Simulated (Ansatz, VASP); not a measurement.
# KMgF3 in VASP and in Ansatz

```
CELL_PARAMETERS angstrom
4.22838 0.00000 0.00000
0.00000 4.22838 0.00000
0.00000 0.00000 4.22838
ATOMIC_POSITIONS crystal
K 0.50000 0.50000 0.50000
Mg 0.00000 0.00000 0.00000
F 0.50000 0.00000 0.00000
F 0.00000 0.50000 0.00000
F 0.00000 0.00000 0.50000
```

Alike in both runs: task relaxation of cell and atoms; functional PBE; k mesh 3 × 3 × 3; occupations gaussian, width 0.15 eV; no spin polarisation.

|  | VASP | Ansatz |
| --- | --- | --- |
| version | VASP 6.6.1 | Ansatz 0.2.0 |
| potentials or method | VASP PAW PBE potentials, release 64 (K_sv, Mg, F), cutoff 600 eV | scalar-relativistic, plane waves, PAW |
| valence electrons in the cell | 32 | 40 |

|  | VASP | Ansatz | Ansatz less VASP |
| --- | --- | --- | --- |
| gap on the k mesh at the Fermi level, each at its own relaxed structure (eV) | 7.13 | 7.12 | -0.005 |
| relaxed volume (Å³/atom) | 13.24 | 13.30 | +0.058 |
| relaxed cell length with the largest relative difference (Å) | 4.046 | 4.052 | +0.0059 |

VASP's potentials hold 32 valence electrons a cell and Ansatz's 40, so a difference there can come from the potentials and not from the codes.

The k mesh is coarse, so the values compare programs but aren't converged.
